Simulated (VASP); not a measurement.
Write the native input for VASP 6.6.1 that does the following.

```yaml
Task: single point
Functional: r2SCAN
Potentials_or_basis: VASP PAW PBE potentials, release 64 (Si)
Cutoff: 520 eV
k_mesh: 10 × 10 × 10
Occupations: gaussian, width 0.05 eV
Spin: no spin polarisation
Dipole_correction: no
Further_INCAR_settings: ALGO = Normal; EDIFF = 1e-06; NBANDS = 11
```

The system is Si.

```
CELL_PARAMETERS angstrom
-0.13014 2.65861 2.65861
2.65861 -0.13014 2.65861
2.65861 2.65861 -0.13014
ATOMIC_POSITIONS crystal
Si 0.50000 0.50000 0.50000
Si 0.75000 0.75000 0.75000
```

This cell differs from its parent crystal: ratio of the length along [111] to the lengths across it x 0.93, volume and fractional coordinates fixed.

The input as run:

POSCAR

```
Si
1.0
   -0.1301419748      2.6586146279      2.6586146279
    2.6586146279     -0.1301419748      2.6586146279
    2.6586146279      2.6586146279     -0.1301419748
Si
2
Direct
    0.5000000000      0.5000000000      0.5000000000
    0.7500000000      0.7500000000      0.7500000000
```

INCAR.step1

```
ALGO = Normal ; EDIFF = 1E-4
ENCUT = 520 ; GGA = PE
ISMEAR = 0 ; LASPH = True
LCHARG = False ; LREAL = False
LWAVE = True ; NBANDS = 11
NELM = 60 ; PREC = Accurate
SIGMA = 0.05
```

INCAR.step2

```
ALGO = Normal ; EDIFF = 1E-6
ENCUT = 520 ; ISIF = 2
ISMEAR = 0 ; ISTART = 1
LASPH = True ; LCHARG = False
LMIXTAU = True ; LREAL = False
LWAVE = False ; METAGGA = R2SCAN
NBANDS = 11 ; NELM = 60
PREC = Accurate ; SIGMA = 0.05
```

KPOINTS

```
k-points
0
Gamma
  10 10 10
```

Potentials or basis: VASP PAW PBE potentials, release 64 (Si).

The run is started by

```bash
$ cat potpaw_PBE.64/Si/POTCAR > POTCAR
$ cp INCAR.step1 INCAR
$ mpirun -np 1 vasp_std > vasp.out
$ cp INCAR.step2 INCAR
$ mpirun -np 1 vasp_std > vasp.out
```

It gave:

The pressure is 0.5 GPa and the largest force is 0.998 eV/Å. The band gap on the k mesh is 0.59 eV, indirect (least direct gap 2.32 eV).

Caveat: the PAW data sets were made with another functional, which shifts forces and pressure a little.

Run time: 94 s on 1 thread of Intel(R) Xeon(R) Platinum 8488C (Sapphire Rapids), on a shared host, peak memory 0.18 GiB.
